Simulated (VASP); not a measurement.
# Ge (Imma) in VASP: notebook

The runs below take Ge through single point, with PBEsol.

All numbers are computed with VASP 6.6.1; they aren't measurements. Logs are shortened: lines on timing, memory, paths and dates and some standing lists are left out, and cuts for length are marked.

### 1 The cell of the first run

Symmetry: Imma, No. 74, orthorhombic system. Conventional cell: a = 3.995 Å, b = 4.053 Å, c = 5.732 Å, α = 90.00°, β = 90.00°, γ = 90.00°. Ge (site symmetry mm2) has 4 Ge at 2.46 to 2.48 Å within 3.3 Å.

### 2 Single point, PBEsol (strained cell)

File INCAR:

```
SYSTEM = Ge
PREC = Accurate
ENCUT = 500
EDIFF = 1E-6
ISMEAR = 0
SIGMA = 0.1
LREAL = .False.
LASPH = .True.
NELM = 120
ALGO = Normal
ISIF = 2
LWAVE = .False.
LCHARG = .False.
GGA = PS
NBANDS = 21
GGA_COMPAT = .False.
```

File KPOINTS:

```
regular mesh
0
Gamma
  10 10 10
  0 0 0
```

File POSCAR:

```
Ge
1.0
   -0.0208274358      2.8454166089      2.8662440447
    2.8454166089     -0.0208274358      2.8662440447
    2.8245891731      2.8245891731      0.0000000000
Ge
2
Direct
   -0.0010062861     -0.0010062861      0.0010062861
    0.2510062861      0.2510062861      0.2489937139
```

Potentials or basis: VASP PAW PBE potentials, release 64 (Ge_d).

Run with:

```bash
$ cat potpaw_PBE.64/Ge_d/POTCAR > POTCAR
$ mpirun -np 1 vasp_std > vasp.out
```

OUTCAR:

```text
SYSTEM = Ge
   PREC = Accurate
   ENCUT = 500
   EDIFF = 1E-6
   ISMEAR = 0
   LREAL = .False.
   LASPH = .True.
   NELM = 120
   ISIF = 2
   GGA = PS

 ion  position               nearest neighbor table
   1  0.999  0.999  0.001-   2 2.46   2 2.46   2 2.48   2 2.48
   2  0.251  0.251  0.249-   1 2.46   1 2.46   1 2.48   1 2.48

  LATTYP: Found a body centered orthorhombic cell.
 ALAT       =     3.9945723167
 B/A-ratio  =     1.0147472319
 C/A-ratio  =     1.4350692978

  Lattice vectors:

 A1 = (   0.0208274358,  -2.8454166089,  -2.8662440447)
 A2 = (  -0.0208274358,   2.8454166089,  -2.8662440447)
 A3 = (   2.8454166089,  -0.0208274358,   2.8662440447)

Analysis of symmetry for initial positions (statically):
=====================================================================
 Subroutine PRICEL returns:
 Original cell was already a primitive cell.

 Routine SETGRP: Setting up the symmetry group for a
 body centered orthorhombic supercell.

 Subroutine GETGRP returns: Found  8 space group operations
 (whereof  4 operations were pure point group operations)
 out of a pool of  8 trial point group operations.

The static configuration has the point symmetry C_2v.
 The point group associated with its full space group is D_2h.

Analysis of symmetry for dynamics (positions and initial velocities):
=====================================================================
 Subroutine PRICEL returns:
 Original cell was already a primitive cell.

 Routine SETGRP: Setting up the symmetry group for a
 body centered orthorhombic supercell.

 Subroutine GETGRP returns: Found  8 space group operations
 (whereof  4 operations were pure point group operations)
 out of a pool of  8 trial point group operations.

The dynamic configuration has the point symmetry C_2v.
 The point group associated with its full space group is D_2h.

 Subroutine INISYM returns: Found  8 space group operations
 (whereof  4 operations are pure point group operations),
 and found     1 'primitive' translations

----------------------------------------------------------------------------------------

                                     Primitive cell

  volume of cell :      46.4100

  direct lattice vectors                    reciprocal lattice vectors
    -0.020827436  2.845416609  2.866244045    -0.174444322  0.174444322  0.174444322
     2.845416609 -0.020827436  2.866244045     0.174444322 -0.174444322  0.174444322
     2.824589173  2.824589173  0.000000000     0.177016893  0.177016893 -0.174444322

  length of vectors
     4.038834533  4.038834533  3.994572317     0.302146429  0.302146429  0.305124208

[... 75 lines left out ...]
   LNONCOLLINEAR =      F non collinear calculations
   LSORBIT =      F    spin-orbit coupling
   LASPH  =      T    aspherical Exc in radial PAW
   ENCUT  =  500.0 eV  36.75 Ry    6.06 a.u.   7.36  7.36  7.28*2*pi/ulx,y,z
   NELM   =    120;   NELMIN=  2; NELMDL= -5     # of ELM steps
   EDIFF  = 0.1E-05   stopping-criterion for ELM
   LREAL  =      F    real-space projection
   EDIFFG = 0.1E-04   stopping-criterion for IOM
   NSW    =      0    number of steps for IOM
   IBRION =     -1    ionic relax: 0-MD 1-quasi-New 2-CG
   NFREE  =      0    steps in history (QN), initial steepest desc. (CG)
   ISIF   =      2    stress and relaxation
   ISYM   =      2    0-nonsym 1-usesym 2-fastsym
   POTIM  = 0.5000    time-step for ionic-motion
   TEBEG  =    0.0;   TEEND  =   0.0 temperature during run
   PSTRESS=    0.0 pullay stress
   NELECT =      28.0000    total number of electrons
   NUPDOWN=      -1.0000    fix difference up-down
   EMIN   =  10.00;   EMAX   =-10.00  energy-range for DOS
   EFERMI =   0.00;   METHOD = LEGACY
   ISMEAR =     0;   SIGMA  =   0.10  broadening in eV -4-tet -1-fermi 0-gaus
   EFERMI_NEDOS =   21; number of points for ismear=-14 and -15
   IALGO  =     38    algorithm
   IMIX   =      4    mixing-type and parameters
     AMIX     =   0.40;   BMIX     =  1.00
     AMIX_MAG =   1.60;   BMIX_MAG =  1.00
  volume/ion in A,a.u.               =      23.21       156.60
  Fermi-wavevector in a.u.,A,eV,Ry     =   1.383323  2.614102 26.035875  1.913583
  Thomas-Fermi vector in A             =   2.507932
   LORBIT       =      0    0 simple, 1 ext, 2 COOP (PROOUT), +10 PAW based schemes
   GGA     = PS    functional components
   LHFCALC =     F    Hartree Fock is set to
   AEXX    =    0.0000 exact exchange contribution
   IVDW    =     0    specifies the selected vdW correction
   LEPSILON=     F    determine dielectric tensor
   LRPA    =     F    only Hartree local field effects (RPA)
 non-spin polarized calculation
 Gauss-broadening in eV      SIGMA  =   0.10
  energy-cutoff  :      500.00
  volume of cell :       46.41
 maximum number of plane-waves:      1219
 NGX is ok and might be reduce to    30
   NGX = 15   NGY = 15   NGZ = 15

 number of electron      28.0000002 magnetization

 Free energy of the ion-electron system (eV)
  ---------------------------------------------------
  ext. energy  EPLUGINS =         0.00000000
  ---------------------------------------------------
  free energy    TOTEN  =        -9.86677775 eV

  energy without entropy =       -9.86631282  energy(sigma->0) =       -9.86654528

 E-fermi :   4.5897     XC(G=0): -10.0123

 val. band max:        4.5851854364   @ k =   0.0000   0.0000   0.0000
 cond. band min:       4.5989083069   @ k =   0.0000   0.0000   0.5000
 fundamental gap:      0.0137228705
 Fermi energy:         4.5897395702

 k-point     1 :       0.0000    0.0000    0.0000
  band No.  band energies     occupation
      1     -20.1100      2.00000
      2     -20.1035      2.00000
      3     -20.1001      2.00000
      4     -20.0701      2.00000
      5     -20.0695      2.00000
      6     -19.8759      2.00000
[... 565 lines left out ...]
     20      15.9473      0.00000
     21      16.3087      0.00000

 [... further k-points ...]
[... 5 lines left out ...]
  --------------------------------------------------------------------------------------
  -------------------------------------------------------------------------------------
  Total       -0.3639955     -0.3639955     -0.5138199      0.2316252      0.0000000      0.0000000
  in kB      -12.5659383    -12.5659383    -17.7382128      7.9962210      0.0000000      0.0000000
  external PRESSURE =     -14.2900298 kB  Pullay stress =       0.0000000 kB

 VOLUME and BASIS-vectors are now :
 -----------------------------------------------------------------------------
  energy-cutoff  :      500.00
  volume of cell :       46.41
      direct lattice vectors                 reciprocal lattice vectors
    -0.020827436  2.845416609  2.866244045    -0.174444322  0.174444322  0.174444322
     2.845416609 -0.020827436  2.866244045     0.174444322 -0.174444322  0.174444322
     2.824589173  2.824589173  0.000000000     0.177016893  0.177016893 -0.174444322

 POSITION                                       TOTAL-FORCE (eV/Angst)
 -----------------------------------------------------------------------------------
      2.82459      2.82459      5.72672        -0.000000     -0.000000      0.002844
      1.41229      1.41229      1.43889         0.000000      0.000000     -0.002844
 -----------------------------------------------------------------------------------
    total drift:                                0.000000      0.000000      0.000000

  FREE ENERGIE OF THE ION-ELECTRON SYSTEM (eV)
  ---------------------------------------------------
  free  energy   TOTEN  =        -9.8667777478 eV

  energy  without entropy=       -9.8663128183  energy(sigma->0) =       -9.86654528
```

It took 3.2 min on 1 thread of Intel Xeon 8259CL, shared host; peak memory 0.26 GiB.

Results:

```yaml
Free_energy: -9.8668 eV
Pressure: -1.4 GPa
```

Forces on the atoms (eV/Å):
```
Ge   0.000  0.000  0.003
Ge   0.000  0.000 -0.003
```

Stress tensor (GPa, compression positive):
```
-1.26  0.80  0.00
 0.80 -1.26  0.00
 0.00  0.00 -1.77
```

Caveat: the cell differs from its parent crystal (strained cell); the PAW data sets were made with another functional, which shifts forces and pressure a little.

### 3 Single point, PBEsol

File INCAR:

```
SYSTEM = Ge
ALGO     = Normal         ! electronic algorithm
EDIFF    = 1E-6           ! SCF threshold, eV
ENCUT    = 500            ! plane-wave cutoff, eV
GGA      = PS             ! functional
GGA_COMPAT= .False.      
ISIF     = 2              ! what is computed and relaxed
ISMEAR   = 0              ! smearing method
LASPH    = .True.         ! aspherical terms in the spheres
LCHARG   = .False.        ! write CHGCAR
LREAL    = .False.        ! projectors in reciprocal space
LWAVE    = .False.        ! write WAVECAR
NBANDS   = 21             ! bands
NELM     = 120            ! most SCF steps
PREC     = Accurate       ! precision mode
SIGMA    = 0.01           ! smearing width, eV
```

File KPOINTS:

```
k-points
0
Gamma
  10 10 10
  0 0 0
```

POSCAR is that of step 2.

Potentials or basis: VASP PAW PBE potentials, release 64 (Ge_d).

Run with:

```bash
$ cat potpaw_PBE.64/Ge_d/POTCAR > POTCAR
$ mpirun -np 1 vasp_std > vasp.out
```

Wall time 3.6 min (1 thread of Intel Xeon 8259CL, shared host); peak memory 0.26 GiB.

The run converged. Its results:

- Free energy: -9.8665 eV
- Pressure: -1.5 GPa
- Largest force: 0.005 eV/Å

Forces on the atoms (eV/Å):
```
Ge   0.000  0.000  0.005
Ge   0.000  0.000 -0.005
```

Stress tensor (GPa, compression positive):
```
-1.28  0.83  0.00
 0.83 -1.28  0.00
 0.00  0.00 -1.80
```

Levels at points of the mesh, in eV from the Fermi level:
| k point | band 11 | band 12 | band 13 | band 14 | band 15 | band 16 | band 17 | band 18 |
| --- | --- | --- | --- | --- | --- | --- | --- | --- |
| (0.00, 0.00, 0.00) | -12.58 | -0.20 | -0.01 | -0.01 | 0.12 | 2.48 | 2.59 | 2.61 |
| (0.50, 0.00, 0.00) | -10.57 | -7.49 | -1.36 | -1.24 | 0.15 | 3.73 | 3.81 | 7.03 |
| (0.50, 0.50, 0.00) | -8.83 | -8.77 | -3.02 | -2.85 | 0.65 | 0.88 | 9.27 | 9.36 |
| (0.00, 0.00, 0.50) | -10.50 | -7.47 | -1.38 | -1.36 | 0.01 | 3.70 | 3.70 | 6.94 |
| (0.50, 0.00, 0.50) | -8.76 | -8.76 | -2.98 | -2.98 | 0.71 | 0.71 | 9.31 | 9.31 |

Caveat: the PAW data sets were made with another functional, which shifts forces and pressure a little.
